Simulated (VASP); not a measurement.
# Ti18B (a cell with a defect) in VASP: single point with PBE

Aim: the single point of Ti18B (a cell with a defect) with PBE.

Everything below comes from runs of VASP 6.6.1. Logs are shortened: lines on timing, memory, paths and dates and some standing lists are left out, and cuts for length are marked.

## Step 1: The cell of the first run

The cell holds a defect, 19 atoms: a = 7.284 Å, b = 7.284 Å, c = 7.284 Å, α = 65.98°, β = 65.98°, γ = 65.98°.

## Step 2: Single point, PBE

File INCAR:

```
PREC     = Accurate       # precision mode
ENCUT    = 520            # plane-wave cutoff, eV
EDIFF    = 1E-6           # SCF threshold, eV
ISMEAR   = 0              # smearing method
SIGMA    = 0.1            # smearing width, eV
LREAL    = F              # projectors in reciprocal space
LASPH    = T              # aspherical terms in the spheres
NELM     = 300            # most SCF steps
ALGO     = All            # electronic algorithm
ISIF     = 2              # what is computed and relaxed
LWAVE    = F              # write WAVECAR
LCHARG   = F              # write CHGCAR
GGA      = PE             # functional
NBANDS   = 124            # bands
GGA_COMPAT= F            
ISEARCH  = 1            
KPAR     = 4
```

File KPOINTS:

```
Automatic mesh
0
Gamma
  4 4 4
  0.5 0.5 0.5
```

File POSCAR:

```
Ti18B
1.0
    2.2897681504     -3.9659947741      5.6643452958
    2.2897681504      3.9659947741      5.6643452958
   -4.5795363009      0.0000000000      5.6643452958
Ti B
18 1
Direct
    0.3110019012      0.3556779561      0.3288475524
    0.4891716568      0.5108078426      0.5000065636
    0.6443052180      0.6889807686      0.6711633199
    0.8313673466      0.8431381640      0.8286529763
    1.0712133383     -0.0712200884      0.0000112881
    0.1568555841      0.1686160635      0.1713615879
    0.7257321619      0.4598465368      0.0912617166
    0.9051893477      0.5752158922      0.2728155617
    0.0770115495      0.7445144462      0.4333491273
    0.2554764382      0.9229826128      0.5666739668
    0.4247799892      0.0948007344      0.7272044971
    0.5401430960      0.2742627659      0.9087548019
    0.0685920459      0.3989590974      0.7656879400
    0.2355429293      0.5776918925      0.9110571289
    0.4223022416      0.7644474226      0.0889654666
    0.6010314783      0.9314063463      0.2343340576
    0.7621001715      0.0874056365      0.4010424248
    0.9125869000      0.2378963993      0.5989785507
    0.8153890974      0.1845995623      0.0000089930
```

Potentials or basis: VASP PAW PBE potentials, release 64 (Ti_sv, B).

Run with:

```bash
cat potpaw_PBE.64/Ti_sv/POTCAR potpaw_PBE.64/B/POTCAR > POTCAR
mpirun -np 4 vasp_std > vasp.out
```

OUTCAR:

```text
PREC = Accurate
   ENCUT = 520
   EDIFF = 1E-6
   ISMEAR = 0
   LREAL = F
   LASPH = T
   NELM = 300
   ISIF = 2
   GGA = PE

 ion  position               nearest neighbor table
   1  0.311  0.356  0.329-   6 2.83   8 2.84   2 2.86   9 2.88
   2  0.489  0.511  0.500-   7 2.86  12 2.86   1 2.86   3 2.86   9 2.92  10 2.92
   3  0.644  0.689  0.671-   4 2.83  11 2.84   2 2.86  10 2.88
   4  0.831  0.843  0.829-   3 2.83  18 2.84   7 2.87   5 2.88   9 2.91
   5  0.071  0.929  0.000-  19 2.03  14 2.57  15 2.57   6 2.88   4 2.88  10 2.89   9 2.89   8 2.91
                            11 2.91
   6  0.157  0.169  0.171-   1 2.83  17 2.84  12 2.87   5 2.88  10 2.91
   7  0.726  0.460  0.091-  19 2.13  15 2.41  13 2.68   8 2.71  17 2.73   2 2.86   4 2.87
   8  0.905  0.575  0.273-  18 2.63  16 2.64   7 2.71  14 2.75   1 2.84   9 2.84   5 2.91
   9  0.077  0.745  0.433-  17 2.62  13 2.69  15 2.74  10 2.78   8 2.84   1 2.88   5 2.89   4 2.91
                             2 2.92
  10  0.255  0.923  0.567-  18 2.62  16 2.69  14 2.74   9 2.78  11 2.84   3 2.88   5 2.89   6 2.91
                             2 2.92
  11  0.425  0.095  0.727-  17 2.63  13 2.64  12 2.71  15 2.75   3 2.84  10 2.84   5 2.91
  12  0.540  0.274  0.909-  19 2.13  14 2.41  16 2.68  11 2.71  18 2.73   2 2.86   6 2.87
  13  0.069  0.399  0.766-  19 2.52  11 2.64   7 2.68   9 2.69  18 2.74  14 2.78
  14  0.236  0.578  0.911-  12 2.41   5 2.57  10 2.74   8 2.75  13 2.78
  15  0.422  0.764  0.089-   7 2.41   5 2.57   9 2.74  11 2.75  16 2.78
  16  0.601  0.931  0.234-  19 2.52   8 2.64  12 2.68  10 2.69  17 2.74  15 2.78
  17  0.762  0.087  0.401-   9 2.62  11 2.63   7 2.73  16 2.74  18 2.83   6 2.84
  18  0.913  0.238  0.599-  10 2.62   8 2.63  12 2.73  13 2.74  17 2.83   4 2.84
  19  0.815  0.185  0.000-   5 2.03  12 2.13   7 2.13  16 2.52  13 2.52

  LATTYP: Found a trigonal (rhomboedric) cell.
 ALAT       =     7.2840208924
 COS(alpha) =     0.4070857267

  Lattice vectors:

 A1 = (   2.2897681504,  -3.9659947741,   5.6643452958)
 A2 = (   2.2897681504,   3.9659947741,   5.6643452958)
 A3 = (  -4.5795363009,   0.0000000000,   5.6643452958)

Analysis of symmetry for initial positions (statically):
=====================================================================
 Subroutine PRICEL returns:
 Original cell was already a primitive cell.

 Routine SETGRP: Setting up the symmetry group for a
 trigonal (rhombohedral) supercell.

 Subroutine GETGRP returns: Found  2 space group operations
 (whereof  1 operations were pure point group operations)
 out of a pool of 12 trial point group operations.

The static configuration has the point symmetry C_1 .
 The point group associated with its full space group is C_2 .

Analysis of symmetry for dynamics (positions and initial velocities):
[... 153 lines left out ...]
   NUPDOWN=      -1.0000    fix difference up-down
   EMIN   =  10.00;   EMAX   =-10.00  energy-range for DOS
   EFERMI =   0.00;   METHOD = LEGACY
   ISMEAR =     0;   SIGMA  =   0.10  broadening in eV -4-tet -1-fermi 0-gaus
   EFERMI_NEDOS =   21; number of points for ismear=-14 and -15
   IALGO  =     58    algorithm
   IMIX   =      4    mixing-type and parameters
     AMIX     =   0.40;   BMIX     =  1.00
     AMIX_MAG =   1.60;   BMIX_MAG =  1.00
  volume/ion in A,a.u.               =      16.24       109.62
  Fermi-wavevector in a.u.,A,eV,Ry     =   1.460185  2.759350 29.009544  2.132141
  Thomas-Fermi vector in A             =   2.576665
   LORBIT       =      0    0 simple, 1 ext, 2 COOP (PROOUT), +10 PAW based schemes
   GGA     = PE    functional components
   LHFCALC =     F    Hartree Fock is set to
   AEXX    =    0.0000 exact exchange contribution
   IVDW    =     0    specifies the selected vdW correction
   LEPSILON=     F    determine dielectric tensor
   LRPA    =     F    only Hartree local field effects (RPA)
 non-spin polarized calculation
 Gauss-broadening in eV      SIGMA  =   0.10
  energy-cutoff  :      520.00
  volume of cell :      308.63
 maximum number of plane-waves:      8334
 NGX is ok and might be reduce to    54
   NGX = 27   NGY = 27   NGZ = 27

 number of electron     219.0000023 magnetization

 Free energy of the ion-electron system (eV)
  ---------------------------------------------------
  ext. energy  EPLUGINS =         0.00000000
  ---------------------------------------------------
  free energy    TOTEN  =      -146.48529460 eV

  energy without entropy =     -146.38058935  energy(sigma->0) =     -146.43294197

 E-fermi :   8.5512     XC(G=0): -11.6663

 val. band max:        8.5467694849   @ k =   0.1250   0.1250   0.3750
 cond. band min:       8.5521720217   @ k =  -0.3750   0.3750   0.1250
 fundamental gap:      0.0054025369
 Fermi energy:         8.5512413506

 k-point     1 :       0.1250    0.1250    0.1250
  band No.  band energies     occupation
      1     -48.3206      2.00000
      2     -48.3095      2.00000
      3     -48.2801      2.00000
      4     -48.2778      2.00000
      5     -48.1564      2.00000
      6     -48.0915      2.00000
[... 2469 lines left out ...]
    120       9.2504      0.00000
    121       9.4083      0.00000
 [bands above 121 left out]

------------------------ aborting loop because EDIFF is reached ----------------------------------------

  FORCE on cell =-STRESS in cart. coord.  units (eV):
  Direction    XX          YY          ZZ          XY          YZ          ZX
  --------------------------------------------------------------------------------------
  -------------------------------------------------------------------------------------
  Total        2.2994203     13.3263437      3.2972753      0.0000000      0.0000000     -0.1594126
  in kB       11.9367014     69.1794292     17.1167449      0.0000000      0.0000000     -0.8275393
  external PRESSURE =      32.7442918 kB  Pullay stress =       0.0000000 kB

 VOLUME and BASIS-vectors are now :
 -----------------------------------------------------------------------------
  energy-cutoff  :      520.00
  volume of cell :      308.63
      direct lattice vectors                 reciprocal lattice vectors
     2.289768150 -3.965994774  5.664345296     0.072787573 -0.126071775  0.058847637
     2.289768150  3.965994774  5.664345296     0.072787573  0.126071775  0.058847637
    -4.579536301  0.000000000  5.664345296    -0.145575146  0.000000000  0.058847637

 POSITION                                       TOTAL-FORCE (eV/Angst)
 -----------------------------------------------------------------------------------
      0.02057      0.17719      5.63901        -0.008597      0.002483      0.006696
     -0.00008      0.08581      8.49644         0.000000      0.008008      0.000000
     -0.02070      0.17718     11.35389         0.008597      0.002483     -0.006696
      0.03938      0.04668     14.17875        -0.008538      0.001122     -0.005265
      2.28970      3.40110      5.66437         0.000000     -0.033014      0.000000
     -0.03950      0.04664      2.81424         0.008538      0.001122      0.005265
[... 11 lines left out ...]
     -0.10870     -2.67582      9.90956        -0.009321      0.003661      0.001166
      2.28970     -2.50171      5.66433         0.000000      0.016478     -0.000000
 -----------------------------------------------------------------------------------
    total drift:                               -0.105456      0.000919     -0.510074

  FREE ENERGIE OF THE ION-ELECTRON SYSTEM (eV)
  ---------------------------------------------------
  free  energy   TOTEN  =      -146.4852945954 eV

  energy  without entropy=     -146.3805878049  energy(sigma->0) =     -146.43294120
```

It took 16 min on 4 MPI ranks of Intel Xeon Platinum 8488C (Sapphire Rapids), shared host; peak memory 1.4 GiB.

Results:

| Quantity | Value |
| --- | --- |
| Free energy | -146.4853 eV |
| Pressure | 3.3 GPa |
| Largest force | 0.033 eV/Å |
| Band gap on the k mesh | zero (an odd number of electrons rules out a gap without spin polarisation) |

Forces in eV/Å, atoms in the order of the input:
```
Ti  -0.009  0.002  0.007
Ti   0.000  0.008  0.000
Ti   0.009  0.002 -0.007
Ti  -0.009  0.001 -0.005
Ti   0.000 -0.033  0.000
Ti   0.009  0.001  0.005
Ti  -0.005  0.008  0.019
Ti   0.019  0.001  0.004
Ti  -0.004 -0.005 -0.001
Ti   0.004 -0.005  0.001
Ti  -0.019  0.001 -0.004
Ti   0.005  0.008 -0.019
Ti   0.022 -0.011  0.008
Ti   0.001  0.004 -0.002
Ti  -0.001  0.004  0.002
Ti  -0.022 -0.011 -0.008
Ti   0.009  0.004 -0.001
Ti  -0.009  0.004  0.001
B    0.000  0.016  0.000
```

Stress tensor (GPa, compression positive):
```
 1.19  0.00 -0.08
 0.00  6.92  0.00
-0.08  0.00  1.71
```

Levels at points of the mesh, in eV from the Fermi level:
```tsv
k point	band 106	band 107	band 108	band 109	band 110	band 111	band 112	band 113
(0.12, 0.12, 0.12)	-0.31	-0.27	-0.25	-0.21	-0.12	-0.08	0.01	0.03
```
